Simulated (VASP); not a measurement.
# AlCo3 (Pm-3m) in VASP: a series of runs

AlCo3 is run at these levels: r2SCAN; tasks: single point.

Program: VASP 6.6.1. These are calculated values, not measurements. Logs are shortened: lines on timing, memory, paths and dates and some standing lists are left out, and cuts for length are marked.

## Step 1: The cell of the first run

It takes space group Pm-3m (No. 221, cubic). Conventional cell: a = 3.778 Å, b = 3.778 Å, c = 3.778 Å, α = 90.00°, β = 90.00°, γ = 90.00°. Within 3.5 Å of Al (site symmetry m-3m) lie 12 Co at 2.67 Å. Within 3.5 Å of Co (site symmetry 4/mmm) lie 4 Al at 2.67 Å and 8 Co at 2.67 Å.

## Step 2: Single point, r2SCAN, collinear spin, ferromagnetic start

The input, POSCAR:

```
AlCo3
1.0
    3.7777255043      0.0000000000      0.0000000000
    0.0000000000      3.7777255043      0.0000000000
    0.0000000000      0.0000000000      3.7777255043
Al Co
1 3
Direct
    0.0000000000      0.0000000000      0.0000000000
    0.5000000000      0.5000000000      0.0000000000
    0.5000000000      0.0000000000      0.5000000000
    0.0000000000      0.5000000000      0.5000000000
```

The input, INCAR.step1:

```
PREC = Accurate ; ENCUT = 520
ISMEAR = 0 ; SIGMA = 0.1
LREAL = F ; LASPH = T
NELM = 150 ; ISPIN = 2
MAGMOM = 0 3 3 3 ; LMAXMIX = 4
NBANDS = 27 ; GGA = PE
ALGO = Normal ; EDIFF = 1E-4
LWAVE = T ; LCHARG = F
```

The input, INCAR.step2:

```
PREC = Accurate ; ENCUT = 520
EDIFF = 1E-6 ; ISMEAR = 0
SIGMA = 0.1 ; LREAL = F
LASPH = T ; NELM = 150
ALGO = Normal ; ISIF = 2
LWAVE = F ; LCHARG = T
ISPIN = 2 ; MAGMOM = 0 3 3 3
LORBIT = 11 ; LMAXMIX = 4
METAGGA = R2SCAN ; LMIXTAU = T
LELF = T ; LVHAR = T
NBANDS = 27 ; ISTART = 1
```

The input, KPOINTS:

```
regular mesh
0
Gamma
  12 12 12
```

Potentials or basis: VASP PAW PBE potentials, release 64 (Al, Co).

Launch:

```sh
cat potpaw_PBE.64/Al/POTCAR potpaw_PBE.64/Co/POTCAR > POTCAR
cp INCAR.step1 INCAR
mpirun -np 1 vasp_std > vasp.out
cp INCAR.step2 INCAR
mpirun -np 1 vasp_std > vasp.out
```

OUTCAR:

```text
PREC = Accurate
   ENCUT = 520
   EDIFF = 1E-6
   ISMEAR = 0
   LREAL = F
   LASPH = T
   NELM = 150
   ISIF = 2
   ISPIN = 2
   LORBIT = 11
   METAGGA = R2SCAN
   ISTART = 1

 ion  position               nearest neighbor table
   1  0.000  0.000  0.000-   2 2.67   3 2.67   4 2.67   3 2.67   4 2.67   2 2.67   4 2.67   4 2.67
                             2 2.67   3 2.67   3 2.67   2 2.67
   2  0.500  0.500  0.000-   1 2.67   3 2.67   4 2.67   3 2.67   4 2.67   1 2.67   3 2.67   3 2.67
                             1 2.67   4 2.67   4 2.67   1 2.67
   3  0.500  0.000  0.500-   1 2.67   2 2.67   4 2.67   1 2.67   2 2.67   2 2.67   4 2.67   2 2.67
                             1 2.67   4 2.67   1 2.67   4 2.67
   4  0.000  0.500  0.500-   1 2.67   2 2.67   3 2.67   1 2.67   2 2.67   1 2.67   3 2.67   1 2.67
                             2 2.67   3 2.67   2 2.67   3 2.67

  LATTYP: Found a simple cubic cell.
 ALAT       =     3.7777255043

  Lattice vectors:

 A1 = (   3.7777255043,   0.0000000000,   0.0000000000)
 A2 = (   0.0000000000,   3.7777255043,   0.0000000000)
 A3 = (   0.0000000000,   0.0000000000,   3.7777255043)

Analysis of symmetry for initial positions (statically):
=====================================================================
 Subroutine PRICEL returns:
 Original cell was already a primitive cell.

 Routine SETGRP: Setting up the symmetry group for a
 simple cubic supercell.

 Subroutine GETGRP returns: Found 48 space group operations
 (whereof 48 operations were pure point group operations)
 out of a pool of 48 trial point group operations.

The static configuration has the point symmetry O_h .

Analysis of symmetry for dynamics (positions and initial velocities):
=====================================================================
 Subroutine PRICEL returns:
 Original cell was already a primitive cell.

 Routine SETGRP: Setting up the symmetry group for a
 simple cubic supercell.

 Subroutine GETGRP returns: Found 48 space group operations
 (whereof 48 operations were pure point group operations)
 out of a pool of 48 trial point group operations.

The dynamic configuration has the point symmetry O_h .

Analysis of structural, dynamic, and magnetic symmetry:
=====================================================================
 Subroutine PRICEL returns:
 Original cell was already a primitive cell.

 Routine SETGRP: Setting up the symmetry group for a
 simple cubic supercell.

 Subroutine GETGRP returns: Found 48 space group operations
[... 132 lines left out ...]
   METAGGA = R2SCAN    functional components
   LHFCALC =     F    Hartree Fock is set to
   AEXX    =    0.0000 exact exchange contribution
   IVDW    =     0    specifies the selected vdW correction
   LEPSILON=     F    determine dielectric tensor
   LRPA    =     F    only Hartree local field effects (RPA)
 spin polarized calculation
 Gauss-broadening in eV      SIGMA  =   0.10
  energy-cutoff  :      520.00
  volume of cell :       53.91
 maximum number of plane-waves:      1472
   NGX = 15   NGY = 15   NGZ = 15

 number of electron      29.9999987 magnetization       4.9535545

 Free energy of the ion-electron system (eV)
  ---------------------------------------------------
  ext. energy  EPLUGINS =         0.00000000
  ---------------------------------------------------
  free energy    TOTEN  =       -46.64197751 eV

  energy without entropy =      -46.63406819  energy(sigma->0) =      -46.63802285

 E-fermi :   8.2471     XC(G=0): -12.8434

 val. band max:        8.2462448140   @ k =   0.4167   0.2500   0.0833
 cond. band min:       8.2522587643   @ k =   0.1667   0.1667   0.0000
 fundamental gap:      0.0060139504
 Fermi energy:         8.2470961631

 spin component 1

 k-point     1 :       0.0000    0.0000    0.0000
  band No.  band energies     occupation
      1      -1.4438      1.00000
      2       2.8790      1.00000
      3       3.7364      1.00000
      4       3.7364      1.00000
      5       4.4402      1.00000
      6       4.4402      1.00000
[... 709 lines left out ...]
     26      19.6747      0.00000
     27      20.3300      0.00000

 [... further k-points ...]

 spin component 2

 k-point     1 :       0.0000    0.0000    0.0000
  band No.  band energies     occupation
      1      -1.6985      1.00000
      2       5.2261      1.00000
      3       5.5633      1.00000
      4       5.5639      1.00000
      5       5.5639      1.00000
      6       6.1158      1.00000
[... 709 lines left out ...]
     26      20.1835      0.00000
     27      20.6413      0.00000

 [... further k-points ...]

------------------------ aborting loop because EDIFF is reached ----------------------------------------

  FORCE on cell =-STRESS in cart. coord.  units (eV):
  Direction    XX          YY          ZZ          XY          YZ          ZX
  --------------------------------------------------------------------------------------
  -------------------------------------------------------------------------------------
  Total       -6.3159944     -6.3159944     -6.3159944     -0.0000000     -0.0000000      0.0000000
  in kB     -187.6986385   -187.6986385   -187.6986385     -0.0000000     -0.0000000      0.0000000
  external PRESSURE =    -187.6986385 kB  Pullay stress =       0.0000000 kB

 VOLUME and BASIS-vectors are now :
 -----------------------------------------------------------------------------
  energy-cutoff  :      520.00
  volume of cell :       53.91
      direct lattice vectors                 reciprocal lattice vectors
     3.777725504  0.000000000  0.000000000     0.264709545  0.000000000  0.000000000
     0.000000000  3.777725504  0.000000000     0.000000000  0.264709545  0.000000000
     0.000000000  0.000000000  3.777725504     0.000000000  0.000000000  0.264709545

 POSITION                                       TOTAL-FORCE (eV/Angst)
 -----------------------------------------------------------------------------------
      0.00000      0.00000      0.00000         0.000000      0.000000      0.000000
      1.88886      1.88886      0.00000         0.000000      0.000000      0.000000
      1.88886      0.00000      1.88886         0.000000      0.000000      0.000000
      0.00000      1.88886      1.88886         0.000000      0.000000      0.000000
 -----------------------------------------------------------------------------------
    total drift:                                0.000000      0.000000      0.000000

  FREE ENERGIE OF THE ION-ELECTRON SYSTEM (eV)
  ---------------------------------------------------
  free  energy   TOTEN  =       -46.6419775052 eV

  energy  without entropy=      -46.6340681882  energy(sigma->0) =      -46.63802285

 total charge

# of ion       s       p       d       tot
------------------------------------------
    1        0.391   0.371   0.000   0.762
    2        0.425   0.431   7.184   8.040
    3        0.425   0.431   7.184   8.040
    4        0.425   0.431   7.184   8.040
--------------------------------------------------
tot          1.666   1.664  21.553  24.883

 magnetization (x)

# of ion       s       p       d       tot
------------------------------------------
    1       -0.002  -0.032   0.000  -0.035
    2        0.014  -0.014   1.754   1.754
    3        0.014  -0.014   1.754   1.754
    4        0.014  -0.014   1.754   1.754
--------------------------------------------------
tot          0.041  -0.076   5.263   5.228
```

Wall time 13 min (1 thread of AMD EPYC 7R43 (Zen 3), shared host); peak memory 0.27 GiB.

Results:

| Quantity | Value |
| --- | --- |
| Free energy | -46.6420 eV |
| Pressure | -18.8 GPa |
| Net moment | 4.95 μB per cell |
| Site moments | Al -0.04; Co +1.75 μB |
| Valence electrons inside the program's atomic spheres | Al 0.76; Co 8.04 |

Caveat: the cell stands under tension; the PAW data sets were made with another functional, which shifts forces and pressure a little.

## Step 3: Single point, r2SCAN, collinear spin, ferromagnetic start

This run uses another cell than the first one, of 11.42 Å³/atom.

The input, POSCAR:

```
AlCo3
1.0
    3.5749480000      0.0000000000      0.0000000000
    0.0000000000      3.5749480000      0.0000000000
    0.0000000000      0.0000000000      3.5749480000
Al Co
1 3
Direct
    0.0000000000      0.0000000000      0.0000000000
    0.5000000000      0.5000000000      0.0000000000
    0.5000000000      0.0000000000      0.5000000000
    0.0000000000      0.5000000000      0.5000000000
```

The input, INCAR.step1:

```
ALGO = Normal
EDIFF = 1E-4
ENCUT = 520
GGA = PE
ISMEAR = 1
ISPIN = 2
LASPH = T
LCHARG = F
LMAXMIX = 4
LREAL = F
LWAVE = T
MAGMOM = 0 1.76 1.76 1.76
NBANDS = 27
NELM = 150
PREC = Accurate
SIGMA = 0.1
```

The input, INCAR.step2:

```
ALGO = Normal
EDIFF = 1E-7
ENCUT = 520
ISIF = 2
ISMEAR = 1
ISPIN = 2
ISTART = 1
LASPH = T
LCHARG = F
LMAXMIX = 4
LMIXTAU = T
LORBIT = 11
LREAL = F
LWAVE = F
MAGMOM = 0 1.76 1.76 1.76
METAGGA = R2SCAN
NBANDS = 27
NELM = 150
PREC = Accurate
SIGMA = 0.1
```

The input, KPOINTS:

```
k-points
0
Gamma
  12 12 12
```

Potentials or basis: VASP PAW PBE potentials, release 64 (Al, Co).

Launch:

```sh
cat potpaw_PBE.64/Al/POTCAR potpaw_PBE.64/Co/POTCAR > POTCAR
cp INCAR.step1 INCAR
mpirun -np 1 vasp_std > vasp.out
cp INCAR.step2 INCAR
mpirun -np 1 vasp_std > vasp.out
```

Run time: 6.5 min. Hardware: 1 thread of Intel Xeon 6975P-C (Granite Rapids), shared host; peak memory 0.29 GiB.

Results (log left out):

| Item | Value |
| --- | --- |
| Free energy | -47.1480 eV |
| Pressure | 1.3 GPa |
| Net moment | 4.49 μB per cell |
| Site moments | Al -0.04; Co +1.57 μB |
| Valence electrons inside the program's atomic spheres | Al 0.84; Co 8.32 |

Levels at points of the mesh, in eV from the Fermi level:
Spin up:
```tsv
k point	band 13	band 14	band 15	band 16	band 17	band 18	band 19	band 20	band 21	band 22
(0.00, 0.00, 0.00)	-1.73	-0.91	-0.91	-0.91	0.32	0.32	0.32	6.22	6.22	6.85
(0.50, 0.00, 0.00)	-2.68	-2.31	-2.11	-2.11	-0.91	5.22	5.22	5.23	5.23	6.08
(0.50, 0.50, 0.00)	-2.94	-2.65	-1.91	-1.77	-1.24	-0.06	-0.06	7.93	7.93	8.03
(0.50, 0.50, 0.50)	-2.61	-1.88	-1.88	-1.31	-1.31	-1.31	-0.89	3.19	3.74	3.74
```
Spin down:
```
           k point  band 10  band 11  band 12  band 13  band 14  band 15  band 16  band 17
(0.00, 0.00, 0.00)    -1.09     0.31     0.31     0.31     0.52     0.52     0.52     1.47
(0.50, 0.00, 0.00)    -1.62    -0.89    -0.89    -0.19     0.49     0.52     0.77     1.55
(0.50, 0.50, 0.00)    -1.88    -0.58    -0.57    -0.43     0.20     0.34     0.45     0.45
(0.50, 0.50, 0.50)    -1.30    -1.08    -0.72    -0.72     0.43     0.43     0.43     1.17
```

Caveat: the PAW data sets were made with another functional, which shifts forces and pressure a little.

## Step 4: Single point, r2SCAN, collinear spin, ferromagnetic start

This run uses another cell than the first one, of 11.42 Å³/atom.

POSCAR is that of step 3.

The input, INCAR.step1:

```
SYSTEM = AlCo3
PREC     = Accurate       ! precision mode
ENCUT    = 520            ! plane-wave cutoff, eV
ISMEAR   = 1              ! smearing method
SIGMA    = 0.2            ! smearing width, eV
LREAL    = .FALSE.        ! projectors in reciprocal space
LASPH    = .TRUE.         ! aspherical terms in the spheres
NELM     = 150            ! most SCF steps
ISPIN    = 2              ! spin polarisation
MAGMOM   = 0 1.76 1.76 1.76 ! initial moments
LMAXMIX  = 4              ! l up to which the mixer works
NBANDS   = 27             ! bands
GGA      = PE             ! functional
ALGO     = Normal         ! electronic algorithm
EDIFF    = 1E-4           ! SCF threshold, eV
LWAVE    = .TRUE.         ! write WAVECAR
LCHARG   = .FALSE.        ! write CHGCAR
```

The input, INCAR.step2:

```
SYSTEM = AlCo3
PREC     = Accurate       ! precision mode
ENCUT    = 520            ! plane-wave cutoff, eV
EDIFF    = 1E-6           ! SCF threshold, eV
ISMEAR   = 1              ! smearing method
SIGMA    = 0.2            ! smearing width, eV
LREAL    = .FALSE.        ! projectors in reciprocal space
LASPH    = .TRUE.         ! aspherical terms in the spheres
NELM     = 150            ! most SCF steps
ALGO     = Normal         ! electronic algorithm
ISIF     = 2              ! what is computed and relaxed
LWAVE    = .FALSE.        ! write WAVECAR
LCHARG   = .FALSE.        ! write CHGCAR
ISPIN    = 2              ! spin polarisation
MAGMOM   = 0 1.76 1.76 1.76 ! initial moments
LORBIT   = 11             ! projections on sites
LMAXMIX  = 4              ! l up to which the mixer works
METAGGA  = R2SCAN         ! meta-GGA
LMIXTAU  = .TRUE.       
NBANDS   = 27             ! bands
ISTART   = 1
```

The input, KPOINTS:

```
regular mesh
0
G
  12 12 12
  0 0 0
```

Potentials or basis: VASP PAW PBE potentials, release 64 (Al, Co).

Launch:

```sh
cat potpaw_PBE.64/Al/POTCAR potpaw_PBE.64/Co/POTCAR > POTCAR
cp INCAR.step1 INCAR
mpirun -np 1 vasp_std > vasp.out
cp INCAR.step2 INCAR
mpirun -np 1 vasp_std > vasp.out
```

OUTCAR:

```text
SYSTEM = AlCo3
   PREC = Accurate
   ENCUT = 520
   EDIFF = 1E-6
   ISMEAR = 1
   LREAL = .FALSE.
   LASPH = .TRUE.
   NELM = 150
   ISIF = 2
   ISPIN = 2
   LORBIT = 11
   METAGGA = R2SCAN
   ISTART = 1

 ion  position               nearest neighbor table
   1  0.000  0.000  0.000-   2 2.53   3 2.53   4 2.53   3 2.53   4 2.53   2 2.53   4 2.53   4 2.53
                             2 2.53   3 2.53   3 2.53   2 2.53
   2  0.500  0.500  0.000-   1 2.53   3 2.53   4 2.53   3 2.53   4 2.53   1 2.53   3 2.53   3 2.53
                             1 2.53   4 2.53   4 2.53   1 2.53
   3  0.500  0.000  0.500-   1 2.53   2 2.53   4 2.53   1 2.53   2 2.53   2 2.53   4 2.53   2 2.53
[... 1677 lines left out ...]
     0.000000000  3.574948000  0.000000000     0.000000000  0.279724348  0.000000000
     0.000000000  0.000000000  3.574948000     0.000000000  0.000000000  0.279724348

 POSITION                                       TOTAL-FORCE (eV/Angst)
 -----------------------------------------------------------------------------------
      0.00000      0.00000      0.00000         0.000000      0.000000      0.000000
      1.78747      1.78747      0.00000         0.000000      0.000000      0.000000
      1.78747      0.00000      1.78747         0.000000      0.000000      0.000000
      0.00000      1.78747      1.78747         0.000000      0.000000      0.000000
 -----------------------------------------------------------------------------------
    total drift:                                0.000000      0.000000      0.000000

  FREE ENERGIE OF THE ION-ELECTRON SYSTEM (eV)
  ---------------------------------------------------
  free  energy   TOTEN  =       -47.1482885801 eV

  energy  without entropy=      -47.1472443191  energy(sigma->0) =      -47.14794049

 total charge

# of ion       s       p       d       tot
------------------------------------------
    1        0.411   0.435   0.000   0.845
    2        0.485   0.559   7.274   8.317
    3        0.485   0.559   7.274   8.317
    4        0.485   0.559   7.274   8.317
--------------------------------------------------
tot          1.866   2.110  21.821  25.797

 magnetization (x)

# of ion       s       p       d       tot
------------------------------------------
    1       -0.001  -0.036   0.000  -0.037
    2        0.013  -0.007   1.570   1.576
    3        0.013  -0.007   1.570   1.576
    4        0.013  -0.007   1.570   1.576
--------------------------------------------------
tot          0.038  -0.058   4.711   4.691
```

OUTCAR.step1:

```text
SYSTEM = AlCo3
   PREC = Accurate
   ENCUT = 520
   ISMEAR = 1
   LREAL = .FALSE.
   LASPH = .TRUE.
[... 1694 lines left out ...]
      1.78747      1.78747      0.00000         0.000000      0.000000      0.000000
      1.78747      0.00000      1.78747         0.000000      0.000000      0.000000
      0.00000      1.78747      1.78747         0.000000      0.000000      0.000000
 -----------------------------------------------------------------------------------
    total drift:                                0.000000      0.000000      0.000000

  FREE ENERGIE OF THE ION-ELECTRON SYSTEM (eV)
  ---------------------------------------------------
  free  energy   TOTEN  =       -25.5666660206 eV

  energy  without entropy=      -25.5622510032  energy(sigma->0) =      -25.56519435
```

Run time: 6.1 min. Hardware: 1 thread of Intel Xeon 6975P-C (Granite Rapids), shared host; peak memory 0.28 GiB.

What came out:

```
Free energy                                           : -47.1483 eV
Pressure                                              : 1.3 GPa
Net moment                                            : 4.51 μB per cell
Site moments                                          : Al -0.04; Co +1.58 μB
Valence electrons inside the program's atomic spheres : Al 0.84; Co 8.32
```

Caveat: the PAW data sets were made with another functional, which shifts forces and pressure a little.

## Step 5: The runs side by side

```tsv
cell	smearing	gap on the mesh (eV)	pressure (GPa)	moment (μB)
a = 3.778 Å, 4 atoms	gaussian 0.1 eV	none	-18.8	4.95
a = 3.575 Å, 4 atoms	methfessel-paxton 0.1 eV	none	1.3	4.49
a = 3.575 Å, 4 atoms	methfessel-paxton 0.2 eV	none	1.3	4.51
```

Alike in all rows: task single point; level r2SCAN; potentials or basis VASP PAW PBE potentials, release 64 (Al, Co); spin collinear, ferromagnetic start; k mesh 12 × 12 × 12; cutoff (eV) 520.

Caveats: the PAW data sets were made with another functional, which shifts forces and pressure a little; the cell stands under tension (at least some runs).

Total energies depend on the potentials used, so only differences within one code and one set of settings carry meaning.
